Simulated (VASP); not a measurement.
# AlNi (Pm-3m) in VASP: settings compared

Aim: see how the results for AlNi move with the level of theory and the settings. Levels: LDA, r2SCAN. Tasks: electric field gradients.

Program: VASP 6.6.1. These are calculated values, not measurements. Logs are shortened: lines on timing, memory, paths and dates and some standing lists are left out, and cuts for length are marked.

## Step 1: The cell of the first run

It takes space group Pm-3m (No. 221, cubic). Conventional cell: a = 2.881 Å, b = 2.881 Å, c = 2.881 Å, α = 90.00°, β = 90.00°, γ = 90.00°. Al (site symmetry m-3m) has 8 Ni at 2.50 Å and 6 Al at 2.88 Å within 3.3 Å. Within 3.3 Å of Ni (site symmetry m-3m) lie 8 Al at 2.50 Å and 6 Ni at 2.88 Å.

## Step 2: Electric field gradients, LDA, collinear spin, ferromagnetic start

Input file INCAR:

```
  PREC = Accurate
  ENCUT = 520
  EDIFF = 1E-8
  ISMEAR = -1
  SIGMA = 0.05
  LREAL = F
  LASPH = T
  NELM = 150
  ALGO = Normal
  ISIF = 2
  LWAVE = F
  LCHARG = F
  ISPIN = 2
  MAGMOM = 0 1.5
  LORBIT = 11
  LMAXMIX = 4
  GGA = CA
  LEFG = T
  NBANDS = 18
```

Input file KPOINTS:

```
regular mesh
0
Gamma
  16 16 16
```

Input file POSCAR:

```
AlNi
1.0
    2.8810000000      0.0000000000      0.0000000000
    0.0000000000      2.8810000000      0.0000000000
    0.0000000000      0.0000000000      2.8810000000
Al Ni
1 1
Direct
    0.0000000000      0.0000000000      0.0000000000
    0.5000000000      0.5000000000      0.5000000000
```

Potentials or basis: VASP PAW LDA potentials, release 64 (Al, Ni).

Command:

```console
$ cat potpaw_LDA.64/Al/POTCAR potpaw_LDA.64/Ni/POTCAR > POTCAR
$ mpirun -np 1 vasp_std > vasp.out
```

OUTCAR:

```text
PREC = Accurate
   ENCUT = 520
   EDIFF = 1E-8
   ISMEAR = -1
   LREAL = F
   LASPH = T
   NELM = 150
   ISIF = 2
   ISPIN = 2
   LORBIT = 11
   GGA = CA

 ion  position               nearest neighbor table
   1  0.000  0.000  0.000-   2 2.50   2 2.50   2 2.50   2 2.50   2 2.50   2 2.50   2 2.50   2 2.50

   2  0.500  0.500  0.500-   1 2.50   1 2.50   1 2.50   1 2.50   1 2.50   1 2.50   1 2.50   1 2.50

  LATTYP: Found a simple cubic cell.
 ALAT       =     2.8810000000

  Lattice vectors:

 A1 = (   2.8810000000,   0.0000000000,   0.0000000000)
 A2 = (   0.0000000000,   2.8810000000,   0.0000000000)
 A3 = (   0.0000000000,   0.0000000000,   2.8810000000)

Analysis of symmetry for initial positions (statically):
=====================================================================
 Subroutine PRICEL returns:
 Original cell was already a primitive cell.

 Routine SETGRP: Setting up the symmetry group for a
 simple cubic supercell.

 Subroutine GETGRP returns: Found 48 space group operations
 (whereof 48 operations were pure point group operations)
 out of a pool of 48 trial point group operations.

The static configuration has the point symmetry O_h .

Analysis of symmetry for dynamics (positions and initial velocities):
=====================================================================
 Subroutine PRICEL returns:
 Original cell was already a primitive cell.

 Routine SETGRP: Setting up the symmetry group for a
 simple cubic supercell.

 Subroutine GETGRP returns: Found 48 space group operations
 (whereof 48 operations were pure point group operations)
 out of a pool of 48 trial point group operations.

The dynamic configuration has the point symmetry O_h .

Analysis of structural, dynamic, and magnetic symmetry:
=====================================================================
 Subroutine PRICEL returns:
 Original cell was already a primitive cell.

 Routine SETGRP: Setting up the symmetry group for a
 simple cubic supercell.

 Subroutine GETGRP returns: Found 48 space group operations
 (whereof 48 operations were pure point group operations)
 out of a pool of 48 trial point group operations.

The overall configuration has the point symmetry O_h .

 Subroutine INISYM returns: Found 48 space group operations
 (whereof 48 operations are pure point group operations),
 and found     1 'primitive' translations

----------------------------------------------------------------------------------------

                                     Primitive cell

  volume of cell :      23.9128

  direct lattice vectors                    reciprocal lattice vectors
     2.881000000  0.000000000  0.000000000     0.347101701  0.000000000  0.000000000
     0.000000000  2.881000000  0.000000000     0.000000000  0.347101701  0.000000000
     0.000000000  0.000000000  2.881000000     0.000000000  0.000000000  0.347101701

  length of vectors
     2.881000000  2.881000000  2.881000000     0.347101701  0.347101701  0.347101701

  position of ions in fractional coordinates (direct lattice)
     0.000000000  0.000000000  0.000000000
     0.500000000  0.500000000  0.500000000

  ion indices of the primitive-cell ions
   primitive index   ion index
                 1           1
                 2           2

----------------------------------------------------------------------------------------

 KPOINTS: regular mesh

Automatic generation of k-mesh.
 Grid dimensions read from file:
 generate k-points for:   16   16   16

 Generating k-lattice:

  Cartesian coordinates                     Fractional coordinates (reciprocal lattice)
     0.021693856  0.000000000  0.000000000     0.062500000  0.000000000  0.000000000
     0.000000000  0.021693856  0.000000000     0.000000000  0.062500000  0.000000000
     0.000000000  0.000000000  0.021693856     0.000000000  0.000000000  0.062500000

  Length of vectors
     0.021693856  0.021693856  0.021693856

  Shift w.r.t. Gamma in fractional coordinates (k-lattice)
     0.000000000  0.000000000  0.000000000

 Subroutine IBZKPT returns following result:
 ===========================================

 Found    165 irreducible k-points:

 Following reciprocal coordinates:
            Coordinates               Weight
  0.000000  0.000000  0.000000      1.000000
  0.062500  0.000000  0.000000      6.000000
  0.125000  0.000000  0.000000      6.000000
  0.187500  0.000000  0.000000      6.000000
  0.250000  0.000000  0.000000      6.000000
  0.312500  0.000000  0.000000      6.000000
[... 16 lines left out ...]
  0.437500  0.125000  0.000000     24.000000
  0.500000  0.125000  0.000000     12.000000
 [... further k-points ...]
   k-points           NKPTS =    165   k-points in BZ     NKDIM =    165   number of bands    NBANDS=     18
   number of dos      NEDOS =    301   number of ions     NIONS =      2
   total plane-waves  NPLWV =  13824
   dimension x,y,z NGX =    24 NGY =   24 NGZ =   24
   dimension x,y,z NGXF=    48 NGYF=   48 NGZF=   48
   ions per type =               1   1
   NGX,Y,Z   is equivalent  to a cutoff of  13.85, 13.85, 13.85 a.u.
   NGXF,Y,Z  is equivalent  to a cutoff of  27.70, 27.70, 27.70 a.u.
 SYSTEM =  unknown system
   PREC   = accura    normal or accurate (medium, high low for compatibility)
   ISTART =      0    job   : 0-new  1-cont  2-samecut
   ICHARG =      2    charge: 1-file 2-atom 10-const
   ISPIN  =      2    spin polarized calculation?
   LNONCOLLINEAR =      F non collinear calculations
   LSORBIT =      F    spin-orbit coupling
   LASPH  =      T    aspherical Exc in radial PAW
   ENCUT  =  520.0 eV  38.22 Ry    6.18 a.u.   5.36  5.36  5.36*2*pi/ulx,y,z
   NELM   =    150;   NELMIN=  2; NELMDL= -5     # of ELM steps
   EDIFF  = 0.1E-07   stopping-criterion for ELM
   LREAL  =      F    real-space projection
   EDIFFG = 0.1E-06   stopping-criterion for IOM
   NSW    =      0    number of steps for IOM
   IBRION =     -1    ionic relax: 0-MD 1-quasi-New 2-CG
   NFREE  =      0    steps in history (QN), initial steepest desc. (CG)
   ISIF   =      2    stress and relaxation
   ISYM   =      2    0-nonsym 1-usesym 2-fastsym
   POTIM  = 0.5000    time-step for ionic-motion
   TEBEG  =    0.0;   TEEND  =   0.0 temperature during run
   PSTRESS=    0.0 pullay stress
   NELECT =      13.0000    total number of electrons
   NUPDOWN=      -1.0000    fix difference up-down
   EMIN   =  10.00;   EMAX   =-10.00  energy-range for DOS
   EFERMI =   0.00;   METHOD = LEGACY
   ISMEAR =    -1;   SIGMA  =   0.05  broadening in eV -4-tet -1-fermi 0-gaus
   EFERMI_NEDOS =   21; number of points for ismear=-14 and -15
   IALGO  =     38    algorithm
   IMIX   =      4    mixing-type and parameters
     AMIX     =   0.40;   BMIX     =  1.00
     AMIX_MAG =   1.60;   BMIX_MAG =  1.00
  volume/ion in A,a.u.               =      11.96        80.69
  Fermi-wavevector in a.u.,A,eV,Ry     =   1.336122  2.524904 24.289410  1.785221
  Thomas-Fermi vector in A             =   2.464773
   LORBIT       =     11    0 simple, 1 ext, 2 COOP (PROOUT), +10 PAW based schemes
   GGA     = CA    functional components
   LHFCALC =     F    Hartree Fock is set to
   AEXX    =    0.0000 exact exchange contribution
   IVDW    =     0    specifies the selected vdW correction
   LEPSILON=     F    determine dielectric tensor
   LRPA    =     F    only Hartree local field effects (RPA)
 spin polarized calculation
  energy-cutoff  :      520.00
  volume of cell :       23.91
 maximum number of plane-waves:       661
 NGX is ok and might be reduce to    24
   NGX = 11   NGY = 11   NGZ = 11

 number of electron      13.0000015 magnetization       0.0000480

 number of electron      13.0000015 magnetization      -0.0000241

 Free energy of the ion-electron system (eV)
  ---------------------------------------------------
  ext. energy  EPLUGINS =         0.00000000
  ---------------------------------------------------
  free energy    TOTEN  =       -12.16953785 eV

  energy without entropy =      -12.16318531  energy(sigma->0) =      -12.16636158

 E-fermi :   9.7583     XC(G=0): -12.3003

 val. band max:        9.7191595295   @ k =   0.3750   0.2500   0.1250
 cond. band min:       9.7596053740   @ k =   0.3750   0.3125   0.1250
 fundamental gap:      0.0404458445
 Fermi energy:         9.7582980656

 spin component 1

 k-point     1 :       0.0000    0.0000    0.0000
  band No.  band energies     occupation
      1      -1.3333      1.00000
      2       6.5082      1.00000
      3       6.5082      1.00000
      4       8.1882      1.00000
      5       8.1882      1.00000
      6       8.1882      1.00000
[... 10 lines left out ...]
     17      33.2213      0.00000
     18      33.2213      0.00000

 k-point     2 :       0.0625    0.0000    0.0000
  band No.  band energies     occupation
      1      -1.2615      1.00000
      2       6.5041      1.00000
      3       6.5249      1.00000
      4       8.1567      1.00000
      5       8.1567      1.00000
      6       8.1916      1.00000
[... 10 lines left out ...]
     17      33.2947      0.00000
     18      33.6405      0.00000
[... 442 lines left out ...]
 k-point    24 :       0.5000    0.1250    0.0000
  band No.  band energies     occupation
      1       3.0561      1.00000
      2       3.2898      1.00000
      3       7.0344      1.00000
      4       7.4199      1.00000
      5       7.5084      1.00000
      6       8.1777      1.00000
[... 10 lines left out ...]
     17      33.2699      0.00000
     18      35.6248      0.00000

 [... further k-points ...]

 spin component 2

 k-point     1 :       0.0000    0.0000    0.0000
  band No.  band energies     occupation
      1      -1.3333      1.00000
      2       6.5082      1.00000
      3       6.5082      1.00000
      4       8.1882      1.00000
      5       8.1882      1.00000
      6       8.1882      1.00000
[... 10 lines left out ...]
     17      33.2213      0.00000
     18      33.2213      0.00000

 k-point     2 :       0.0625    0.0000    0.0000
  band No.  band energies     occupation
      1      -1.2615      1.00000
      2       6.5041      1.00000
      3       6.5249      1.00000
      4       8.1567      1.00000
      5       8.1567      1.00000
      6       8.1916      1.00000
[... 10 lines left out ...]
     17      33.2943      0.00000
     18      33.6405      0.00000
[... 442 lines left out ...]
 k-point    24 :       0.5000    0.1250    0.0000
  band No.  band energies     occupation
      1       3.0561      1.00000
      2       3.2898      1.00000
      3       7.0344      1.00000
      4       7.4199      1.00000
      5       7.5084      1.00000
      6       8.1777      1.00000
[... 10 lines left out ...]
     17      33.2699      0.00000
     18      35.6248      0.00000

 [... further k-points ...]
[... 5 lines left out ...]
  --------------------------------------------------------------------------------------
  -------------------------------------------------------------------------------------
  Total       -1.2238086     -1.2238086     -1.2238086     -0.0000000     -0.0000000      0.0000000
  in kB      -81.9963108    -81.9963108    -81.9963108     -0.0000000     -0.0000000      0.0000000
  external PRESSURE =     -81.9963108 kB  Pullay stress =       0.0000000 kB

 VOLUME and BASIS-vectors are now :
 -----------------------------------------------------------------------------
  energy-cutoff  :      520.00
  volume of cell :       23.91
      direct lattice vectors                 reciprocal lattice vectors
     2.881000000  0.000000000  0.000000000     0.347101701  0.000000000  0.000000000
     0.000000000  2.881000000  0.000000000     0.000000000  0.347101701  0.000000000
     0.000000000  0.000000000  2.881000000     0.000000000  0.000000000  0.347101701

 POSITION                                       TOTAL-FORCE (eV/Angst)
 -----------------------------------------------------------------------------------
      0.00000      0.00000      0.00000         0.000000      0.000000      0.000000
      1.44050      1.44050      1.44050         0.000000      0.000000      0.000000
 -----------------------------------------------------------------------------------
    total drift:                                0.000000      0.000000     -0.000000

  FREE ENERGIE OF THE ION-ELECTRON SYSTEM (eV)
  ---------------------------------------------------
  free  energy   TOTEN  =       -12.1695378530 eV

  energy  without entropy=      -12.1631853148  energy(sigma->0) =      -12.16636158

 Electric field gradients (V/A^2)
---------------------------------------------------------------------
 ion       V_xx      V_yy      V_zz      V_xy      V_xz      V_yz
---------------------------------------------------------------------
   1      -0.000    -0.000     0.000    -0.000    -0.000     0.000
   2      -0.000    -0.000    -0.000     0.000    -0.000    -0.000
---------------------------------------------------------------------

 Electric field gradients after diagonalization (V/A^2)
 (convention: |V_zz| > |V_xx| > |V_yy|)
----------------------------------------------------------------------
 ion       V_xx      V_yy      V_zz     asymmetry (V_yy - V_xx)/ V_zz
----------------------------------------------------------------------
   1       0.000    -0.000    -0.000       0.737
   2      -0.000    -0.000    -0.000      -0.395
----------------------------------------------------------------------

           NMR quadrupolar parameters

 Cq : quadrupolar parameter    Cq=e*Q*V_zz/h
 eta: asymmetry parameters     (V_yy - V_xx)/ V_zz
 Q  : nuclear electric quadrupole moment in mb (millibarn)
----------------------------------------------------------------------
 ion       Cq(MHz)       eta       Q (mb)
----------------------------------------------------------------------
   1      -0.000       0.737       1.000
   2      -0.000      -0.395       1.000
----------------------------------------------------------------------

 total charge

# of ion       s       p       d       tot
------------------------------------------
    1        0.389   0.418   0.000   0.807
    2        0.481   0.515   8.496   9.492
--------------------------------------------------
tot          0.871   0.933   8.496  10.299

 magnetization (x)

# of ion       s       p       d       tot
------------------------------------------
    1        0.000   0.000   0.000   0.000
    2       -0.000   0.000  -0.000  -0.000
--------------------------------------------------
tot         -0.000   0.000  -0.000  -0.000
```

Run time: 49 s. Hardware: 1 thread of Intel Xeon 6975P-C (Granite Rapids), shared host; peak memory 0.22 GiB.

What came out:

```
Free energy                                           : -12.1695 eV
Pressure                                              : -8.2 GPa
Net moment                                            : 0.00 μB per cell
Valence electrons inside the program's atomic spheres : Al 0.81; Ni 9.49
```

Caveat: the starting moments collapsed, and a magnetic state may lie lower; without QUAD_EFG the Cq values of the log hold for a quadrupole moment of 1 mb, not for the nuclei.

(Part 1 of 2 ends here.)
